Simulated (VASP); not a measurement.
Crystal: CoO.

```
Co O
1.0
     1.50547    0.86918    2.43993
    -1.50547    0.86918    2.43993
     0.00000   -1.73837    2.43993
Co O
1 1
Cartesian
  0.0000 0.0000 0.0000
  0.0000 0.0000 3.6599
```

Base run:

| Item | Value |
| --- | --- |
| Program | VASP 6.6.1 |
| Functional | PBEsol |
| Potentials or basis | VASP PAW PBE potentials, release 64 (Co_sv, O) |
| Cutoff | 700 eV |
| k mesh | 9 × 9 × 9 |
| Occupations | fermi-dirac, width 0.05 eV |
| Spin | collinear spin, ferromagnetic start |
| Starting moments | [1.0, 0.0] μB |
| Fixed moment | 1 μB |

Its results: pressure -25.3 GPa; site moments Co +0.96; O -0.00 μB.

Task: The run is repeated on the same cell with these changes: fixed moment from 1 μB to 2 μB; moments at the start from [1.0, 0.0] to [2.0, 0.0]. What comes out?

Result: Pressure -18.3 GPa; site moments Co +1.83; O +0.09 μB.

Caveats: the cell stands under tension; the PAW data sets were made with another functional, which shifts forces and pressure a little; the total moment is fixed, so each spin has its own Fermi level and the state may be an excited one; a cell with one magnetic atom can't hold antiferromagnetic order, which such compounds often take.
